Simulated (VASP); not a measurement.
# MnS (F-43m) in VASP: further runs

Runs on MnS. Level: r2SCAN+U. Tasks: single point.

All numbers are computed with VASP 6.6.1; they aren't measurements. Logs are shortened: lines on timing, memory, paths and dates and some standing lists are left out, and cuts for length are marked.

## (1) The cell of the first run

It takes space group F-43m (No. 216, cubic). The conventional cell has a = 4.947 Å, b = 4.947 Å, c = 4.947 Å, α = 90.00°, β = 90.00°, γ = 90.00°. Within 2.8 Å of Mn (site symmetry -43m) lie 4 S at 2.14 Å. S (site symmetry -43m) has 4 Mn at 2.14 Å within 2.8 Å.

## (2) Single point, r2SCAN+U, collinear spin, ferromagnetic start

POSCAR

```
MnS
1.0
    0.0000000000      2.4734634191      2.4734634191
    2.4734634191      0.0000000000      2.4734634191
    2.4734634191      2.4734634191      0.0000000000
Mn S
1 1
Direct
    0.0000000000      0.0000000000      0.0000000000
    0.7500000000      0.7500000000      0.7500000000
```

INCAR.step1

```
  PREC = Accurate
  ENCUT = 520
  ISMEAR = -1
  SIGMA = 0.05
  LREAL = False
  LASPH = True
  NELM = 150
  ISPIN = 2
  MAGMOM = 4 0
  LMAXMIX = 4
  LDAU = True
  LDAUTYPE = 2
  LDAUL = 2 -1
  LDAUU = 2 0
  LDAUJ = 0 0
  NBANDS = 20
  GGA = PE
  ALGO = Normal
  EDIFF = 1E-4
  LWAVE = True
  LCHARG = False
```

INCAR.step2

```
  PREC = Accurate
  ENCUT = 520
  EDIFF = 1E-6
  ISMEAR = -1
  SIGMA = 0.05
  LREAL = False
  LASPH = True
  NELM = 150
  ALGO = Normal
  ISIF = 2
  LWAVE = False
  LCHARG = True
  ISPIN = 2
  MAGMOM = 4 0
  LORBIT = 11
  LMAXMIX = 4
  LDAU = True
  LDAUTYPE = 2
  LDAUL = 2 -1
  LDAUU = 2 0
  LDAUJ = 0 0
  LDAUPRINT = 1
  METAGGA = R2SCAN
  LMIXTAU = True
  LELF = True
  LVHAR = True
  NBANDS = 20
  ISTART = 1
```

KPOINTS

```
regular mesh
0
Gamma
  9 9 9
```

Potentials or basis: VASP PAW PBE potentials, release 64 (Mn_pv, S).

Run with:

```
$ cat potpaw_PBE.64/Mn_pv/POTCAR potpaw_PBE.64/S/POTCAR > POTCAR
$ cp INCAR.step1 INCAR
$ mpirun -np 1 vasp_std > vasp.out
$ cp INCAR.step2 INCAR
$ mpirun -np 1 vasp_std > vasp.out
```

OUTCAR:

```text
PREC = Accurate
   ENCUT = 520
   EDIFF = 1E-6
   ISMEAR = -1
   LREAL = False
   LASPH = True
   NELM = 150
   ISIF = 2
   ISPIN = 2
   LORBIT = 11
   METAGGA = R2SCAN
   ISTART = 1

 ion  position               nearest neighbor table
   1  0.000  0.000  0.000-   2 2.14   2 2.14   2 2.14   2 2.14
   2  0.750  0.750  0.750-   1 2.14   1 2.14   1 2.14   1 2.14

  LATTYP: Found a face centered cubic cell.
 ALAT       =     4.9469268382

  Lattice vectors:

 A1 = (   0.0000000000,   2.4734634191,   2.4734634191)
 A2 = (   2.4734634191,   0.0000000000,   2.4734634191)
 A3 = (   2.4734634191,   2.4734634191,   0.0000000000)

Analysis of symmetry for initial positions (statically):
=====================================================================
 Subroutine PRICEL returns:
 Original cell was already a primitive cell.

 Routine SETGRP: Setting up the symmetry group for a
 face centered cubic supercell.

 Subroutine GETGRP returns: Found 24 space group operations
 (whereof 24 operations were pure point group operations)
 out of a pool of 48 trial point group operations.

The static configuration has the point symmetry T_d .

Analysis of symmetry for dynamics (positions and initial velocities):
=====================================================================
 Subroutine PRICEL returns:
 Original cell was already a primitive cell.

 Routine SETGRP: Setting up the symmetry group for a
 face centered cubic supercell.

 Subroutine GETGRP returns: Found 24 space group operations
 (whereof 24 operations were pure point group operations)
 out of a pool of 48 trial point group operations.

The dynamic configuration has the point symmetry T_d .

Analysis of structural, dynamic, and magnetic symmetry:
=====================================================================
 Subroutine PRICEL returns:
 Original cell was already a primitive cell.

 Routine SETGRP: Setting up the symmetry group for a
 face centered cubic supercell.

 Subroutine GETGRP returns: Found 24 space group operations
 (whereof 24 operations were pure point group operations)
 out of a pool of 48 trial point group operations.

The overall configuration has the point symmetry T_d .

 Subroutine INISYM returns: Found 24 space group operations
 (whereof 24 operations are pure point group operations),
 and found     1 'primitive' translations

----------------------------------------------------------------------------------------

                                     Primitive cell

  volume of cell :      30.2654

  direct lattice vectors                    reciprocal lattice vectors
     0.000000000  2.473463419  2.473463419    -0.202145702  0.202145702  0.202145702
     2.473463419  0.000000000  2.473463419     0.202145702 -0.202145702  0.202145702
     2.473463419  2.473463419  0.000000000     0.202145702  0.202145702 -0.202145702

  length of vectors
     3.498005513  3.498005513  3.498005513     0.350126627  0.350126627  0.350126627

  position of ions in fractional coordinates (direct lattice)
     0.000000000  0.000000000  0.000000000
     0.750000000  0.750000000  0.750000000

  ion indices of the primitive-cell ions
   primitive index   ion index
                 1           1
                 2           2

----------------------------------------------------------------------------------------

 KPOINTS: regular mesh

Automatic generation of k-mesh.
 Grid dimensions read from file:
 generate k-points for:    9    9    9

 Generating k-lattice:

  Cartesian coordinates                     Fractional coordinates (reciprocal lattice)
    -0.022460634  0.022460634  0.022460634     0.111111111  0.000000000  0.000000000
     0.022460634 -0.022460634  0.022460634     0.000000000  0.111111111  0.000000000
     0.022460634  0.022460634 -0.022460634     0.000000000  0.000000000  0.111111111

  Length of vectors
     0.038902959  0.038902959  0.038902959

  Shift w.r.t. Gamma in fractional coordinates (k-lattice)
     0.000000000  0.000000000  0.000000000

 Subroutine IBZKPT returns following result:
 ===========================================

 Found     35 irreducible k-points:

 Following reciprocal coordinates:
            Coordinates               Weight
  0.000000  0.000000  0.000000      1.000000
  0.111111  0.000000  0.000000      8.000000
  0.222222  0.000000  0.000000      8.000000
  0.333333  0.000000  0.000000      8.000000
  0.444444  0.000000  0.000000      8.000000
  0.111111  0.111111  0.000000      6.000000
[... 16 lines left out ...]
 -0.333333  0.333333  0.000000     12.000000
  0.444444  0.444444  0.000000      6.000000
 [... further k-points ...]
   k-points           NKPTS =     35   k-points in BZ     NKDIM =     35   number of bands    NBANDS=     20
   number of dos      NEDOS =    301   number of ions     NIONS =      2
   total plane-waves  NPLWV =  21952
   dimension x,y,z NGX =    28 NGY =   28 NGZ =   28
   dimension x,y,z NGXF=    56 NGYF=   56 NGZF=   56
   ions per type =               1   1
   NGX,Y,Z   is equivalent  to a cutoff of  13.31, 13.31, 13.31 a.u.
   NGXF,Y,Z  is equivalent  to a cutoff of  26.61, 26.61, 26.61 a.u.
 SYSTEM =  unknown system
   PREC   = accura    normal or accurate (medium, high low for compatibility)
   ISTART =      1    job   : 0-new  1-cont  2-samecut
   ICHARG =      0    charge: 1-file 2-atom 10-const
   ISPIN  =      2    spin polarized calculation?
   LNONCOLLINEAR =      F non collinear calculations
   LSORBIT =      F    spin-orbit coupling
   LASPH  =      T    aspherical Exc in radial PAW
   ENCUT  =  520.0 eV  38.22 Ry    6.18 a.u.   6.50  6.50  6.50*2*pi/ulx,y,z
   NELM   =    150;   NELMIN=  2; NELMDL=  0     # of ELM steps
   EDIFF  = 0.1E-05   stopping-criterion for ELM
   LREAL  =      F    real-space projection
   EDIFFG = 0.1E-04   stopping-criterion for IOM
   NSW    =      0    number of steps for IOM
   IBRION =     -1    ionic relax: 0-MD 1-quasi-New 2-CG
   NFREE  =      0    steps in history (QN), initial steepest desc. (CG)
   ISIF   =      2    stress and relaxation
   ISYM   =      2    0-nonsym 1-usesym 2-fastsym
   POTIM  = 0.5000    time-step for ionic-motion
   TEBEG  =    0.0;   TEEND  =   0.0 temperature during run
   PSTRESS=    0.0 pullay stress
   NELECT =      19.0000    total number of electrons
   NUPDOWN=      -1.0000    fix difference up-down
   EMIN   =  10.00;   EMAX   =-10.00  energy-range for DOS
   EFERMI =   0.00;   METHOD = LEGACY
   ISMEAR =    -1;   SIGMA  =   0.05  broadening in eV -4-tet -1-fermi 0-gaus
   EFERMI_NEDOS =   21; number of points for ismear=-14 and -15
   IALGO  =     38    algorithm
   IMIX   =      4    mixing-type and parameters
     AMIX     =   0.40;   BMIX     =  1.00
     AMIX_MAG =   1.60;   BMIX_MAG =  1.00
  volume/ion in A,a.u.               =      15.13       102.12
  Fermi-wavevector in a.u.,A,eV,Ry     =   1.401771  2.648964 26.734947  1.964963
  Thomas-Fermi vector in A             =   2.524600
   LORBIT       =     11    0 simple, 1 ext, 2 COOP (PROOUT), +10 PAW based schemes
 LDA+U is selected, type is set to LDAUTYPE =  2
   angular momentum for each species LDAUL =     2   -1
   U (eV)           for each species LDAUU =   2.0  0.0
   J (eV)           for each species LDAUJ =   0.0  0.0
   METAGGA = R2SCAN    functional components
   LHFCALC =     F    Hartree Fock is set to
   AEXX    =    0.0000 exact exchange contribution
   IVDW    =     0    specifies the selected vdW correction
   LEPSILON=     F    determine dielectric tensor
   LRPA    =     F    only Hartree local field effects (RPA)
 spin polarized calculation
  energy-cutoff  :      520.00
  volume of cell :       30.27
 maximum number of plane-waves:       869
 NGX is ok and might be reduce to    28
   NGX = 13   NGY = 13   NGZ = 13

atom =   1  type =  1  l = 2

 onsite density matrix

spin component  1

  0.8889 -0.0000  0.0000 -0.0000 -0.0000
 -0.0000  0.8889  0.0000 -0.0000  0.0000
  0.0000  0.0000  0.9159 -0.0000  0.0000
 -0.0000 -0.0000 -0.0000  0.8889  0.0000
 -0.0000  0.0000  0.0000  0.0000  0.9159

spin component  2

  0.1831  0.0000  0.0000  0.0000  0.0000
  0.0000  0.1831  0.0000  0.0000 -0.0000
  0.0000  0.0000  0.0424 -0.0000 -0.0000
  0.0000  0.0000 -0.0000  0.1831  0.0000
  0.0000 -0.0000 -0.0000  0.0000  0.0424

 occupancies and eigenvectors

  o =  0.0424  v =  0.0000  0.0000  0.0000  0.0000  0.0000  0.0000  0.0000 -0.0112  0.0000 -0.9999      0.0000  0.0000  0.0000  0.0000  0.0000  0.0000  0.0000  0.0000  0.0000  0.0000
  o =  0.0424  v =  0.0000  0.0000  0.0000  0.0000  0.0000 -0.0000 -0.0000  0.9999  0.0000 -0.0112      0.0000  0.0000  0.0000  0.0000  0.0000  0.0000  0.0000  0.0000  0.0000  0.0000
  o =  0.1831  v =  0.0000  0.0000  0.0000  0.0000  0.0000 -0.0006  0.0044  0.0000 -1.0000 -0.0000      0.0000  0.0000  0.0000  0.0000  0.0000  0.0000  0.0000  0.0000  0.0000  0.0000
  o =  0.1831  v =  0.0000  0.0000  0.0000  0.0000  0.0000  1.0000 -0.0020  0.0000 -0.0006  0.0000      0.0000  0.0000  0.0000  0.0000  0.0000  0.0000  0.0000  0.0000  0.0000  0.0000
  o =  0.1831  v =  0.0000  0.0000  0.0000  0.0000  0.0000 -0.0020 -1.0000 -0.0000 -0.0044 -0.0000      0.0000  0.0000  0.0000  0.0000  0.0000  0.0000  0.0000  0.0000  0.0000  0.0000
  o =  0.8889  v =  0.0000 -0.0049  0.0000 -1.0000  0.0000  0.0000  0.0000  0.0000  0.0000  0.0000      0.0000  0.0000  0.0000  0.0000  0.0000  0.0000  0.0000  0.0000  0.0000  0.0000
  o =  0.8889  v =  1.0000  0.0000  0.0000  0.0000  0.0000  0.0000  0.0000  0.0000  0.0000  0.0000      0.0000  0.0000  0.0000  0.0000  0.0000  0.0000  0.0000  0.0000  0.0000  0.0000
  o =  0.8889  v =  0.0000 -1.0000 -0.0000  0.0049  0.0000  0.0000  0.0000  0.0000  0.0000  0.0000      0.0000  0.0000  0.0000  0.0000  0.0000  0.0000  0.0000  0.0000  0.0000  0.0000
  o =  0.9159  v =  0.0000 -0.0000 -0.9374 -0.0000 -0.3483  0.0000  0.0000  0.0000  0.0000  0.0000      0.0000  0.0000  0.0000  0.0000  0.0000  0.0000  0.0000  0.0000  0.0000  0.0000
  o =  0.9159  v =  0.0000 -0.0000  0.3483 -0.0000 -0.9374  0.0000  0.0000  0.0000  0.0000  0.0000      0.0000  0.0000  0.0000  0.0000  0.0000  0.0000  0.0000  0.0000  0.0000  0.0000

 number of electron      18.9999986 magnetization       4.3161798

 Free energy of the ion-electron system (eV)
  ---------------------------------------------------
  ext. energy  EPLUGINS =         0.00000000
  ---------------------------------------------------
  free energy    TOTEN  =       -22.34873190 eV

  energy without entropy =      -22.34255662  energy(sigma->0) =      -22.34564426

 E-fermi :   8.2003     XC(G=0): -11.8761

 val. band max:        8.1460200489   @ k =  -0.3333   0.3333   0.0000
 cond. band min:       8.2071630143   @ k =   0.4444   0.3333   0.1111
 fundamental gap:      0.0611429654
 Fermi energy:         8.2002730573

 spin component 1

 k-point     1 :       0.0000    0.0000    0.0000
  band No.  band energies     occupation
      1     -44.6426      1.00000
      2     -44.6426      1.00000
      3     -44.6425      1.00000
      4      -8.5033      1.00000
      5       1.1387      1.00000
      6       1.1387      1.00000
[... 12 lines left out ...]
     19      23.5026      0.00000
[... 513 lines left out ...]
      4      -6.7977      1.00000
      5      -0.1235      1.00000
      6       2.3231      1.00000
[... 12 lines left out ...]
     19      25.0324      0.00000
     20      25.0324      0.00000

 [... further k-points ...]

 spin component 2

 k-point     1 :       0.0000    0.0000    0.0000
  band No.  band energies     occupation
      1     -39.1498      1.00000
      2     -39.1497      1.00000
      3     -39.1497      1.00000
      4      -8.1611      1.00000
      5       3.6125      1.00000
      6       3.6125      1.00000
[... 12 lines left out ...]
     19      24.2678      0.00000
[... 513 lines left out ...]
      4      -6.3725      1.00000
      5       1.1515      1.00000
      6       3.7732      1.00000
[... 12 lines left out ...]
     19      26.2324      0.00000
     20      26.2324      0.00000

 [... further k-points ...]

------------------------ aborting loop because EDIFF is reached ----------------------------------------

  FORCE on cell =-STRESS in cart. coord.  units (eV):
  Direction    XX          YY          ZZ          XY          YZ          ZX
  --------------------------------------------------------------------------------------
  -------------------------------------------------------------------------------------
  Total        9.0410324      9.0410324      9.0410324      0.0000000     -0.0000000      0.0000000
  in kB      478.6104082    478.6104082    478.6104082      0.0000000     -0.0000000      0.0000000
  external PRESSURE =     478.6104082 kB  Pullay stress =       0.0000000 kB

 VOLUME and BASIS-vectors are now :
 -----------------------------------------------------------------------------
  energy-cutoff  :      520.00
  volume of cell :       30.27
      direct lattice vectors                 reciprocal lattice vectors
     0.000000000  2.473463419  2.473463419    -0.202145702  0.202145702  0.202145702
     2.473463419  0.000000000  2.473463419     0.202145702 -0.202145702  0.202145702
     2.473463419  2.473463419  0.000000000     0.202145702  0.202145702 -0.202145702

 POSITION                                       TOTAL-FORCE (eV/Angst)
 -----------------------------------------------------------------------------------
      0.00000      0.00000      0.00000         0.000000      0.000000      0.000000
      3.71020      3.71020      3.71020        -0.000000     -0.000000     -0.000000
 -----------------------------------------------------------------------------------
    total drift:                               -0.000008     -0.000008     -0.000008

  FREE ENERGIE OF THE ION-ELECTRON SYSTEM (eV)
  ---------------------------------------------------
  free  energy   TOTEN  =       -22.3487319011 eV

  energy  without entropy=      -22.3425566224  energy(sigma->0) =      -22.34564426

 total charge

# of ion       s       p       d       tot
------------------------------------------
    1        0.390   6.416   5.102  11.909
    2        1.323   2.636   0.000   3.960
--------------------------------------------------
tot          1.714   9.052   5.102  15.868

 magnetization (x)

# of ion       s       p       d       tot
------------------------------------------
    1        0.052   0.101   3.858   4.011
    2        0.006  -0.000   0.000   0.006
--------------------------------------------------
tot          0.058   0.101   3.858   4.017
```

Run time: 1.7 min. Hardware: 1 thread of AMD EPYC 9R45 (Zen 5), shared host; peak memory 0.17 GiB.

Results:

```
Free energy                                           : -22.3487 eV
Pressure                                              : 47.9 GPa
Net moment                                            : 4.32 μB per cell
Site moments                                          : Mn +4.01; S +0.01 μB
Valence electrons inside the program's atomic spheres : Mn 11.91; S 3.96
```

Levels at points of the mesh, in eV from the Fermi level:
Spin up:
| k point | band 10 | band 11 | band 12 | band 13 | band 14 | band 15 |
| --- | --- | --- | --- | --- | --- | --- |
| (0.00, 0.00, 0.00) | 1.48 | 1.48 | 1.48 | 3.33 | 7.02 | 7.02 |
Spin down:
```
           k point  band 4  band 5  band 6  band 7  band 8  band 9  band 10  band 11
(0.00, 0.00, 0.00)  -16.36   -4.59   -4.59   -4.59    1.77    1.77     4.05     5.38
```

Eigenvalues of the final occupation matrices:
```
    site  spin  trace               eigenvalues
site 1 d     1   4.50  0.89 0.89 0.89 0.92 0.92
site 1 d     2   0.63  0.04 0.04 0.18 0.18 0.18
```

Caveat: the cell stands under pressure; the PAW data sets were made with another functional, which shifts forces and pressure a little; a cell with one magnetic atom can't hold antiferromagnetic order, which such compounds often take.

[end of part 1 of 3]
